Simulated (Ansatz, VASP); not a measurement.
# One calculation of Si, two programs

INCAR

```
PREC = Accurate
ENCUT = 450
EDIFF = 1E-7
ISMEAR = 0
SIGMA = 0.02
LREAL = F
LASPH = T
NELM = 120
ALGO = Normal
ISIF = 2
LWAVE = F
LCHARG = F
GGA = PS
IBRION = 2
NSW = 60
EDIFFG = -0.002
GGA_COMPAT = F
NELMIN = 4
```

The input KPOINTS:

```
Automatic mesh
0
Gamma
  9 9 9
```

The input POSCAR:

```
Si
1.0
    0.0452805072      2.7485267854      2.7485267854
    2.7485267854      0.0452805072      2.7485267854
    2.7485267854      2.7485267854      0.0452805072
Si
2
Direct
    0.0000000000      0.0000000000      0.0000000000
    0.2500000000      0.2500000000      0.2500000000
```

Input for Ansatz:

```yaml
crystal:
  lattice:
    - [0.0452805072, 2.7485267854, 2.7485267854]
    - [2.7485267854, 0.0452805072, 2.7485267854]
    - [2.7485267854, 2.7485267854, 0.0452805072]
  atoms:
    - { symbol: Si, position: [0.0, 0.0, 0.0] }
    - { symbol: Si, position: [0.25, 0.25, 0.25] }
basis:
  ecutwfc: 420
kpoints:
  mp_grid: { grid: [9, 9, 9] }
hamiltonian:
  xc: pbesol
  pseudopotentials: { kind: paw }
scf:
  occupations: { method: gaussian, width: 0.02 }
output:
  forces: true
  stress: true
  eigenvalues: true
relax:
  adjacent_minimum: "off"
  f_tol: 0.002
  max_steps: 40
```

Change from the starting cell: strained cell.

Alike in both runs: task relaxation of the atoms; functional PBEsol; k mesh 9 × 9 × 9; occupations gaussian, width 0.02 eV; no spin polarisation.

|  | VASP | Ansatz |
| --- | --- | --- |
| version | VASP 6.6.1 | Ansatz 0.2.0 |
| potentials or method | VASP PAW PBE potentials, release 64 (Si), cutoff 450 eV | scalar-relativistic, plane waves, PAW |
| valence electrons in the cell | 8 | 8 |

```csv
,VASP,Ansatz,Ansatz less VASP
"gap on the k mesh at the Fermi level, each at its own relaxed structure (eV)",0.38,0.38,+0.006
```

VASP's potentials were made for PBE, not for PBEsol. Ansatz's warnings: stress scf threshold loose.
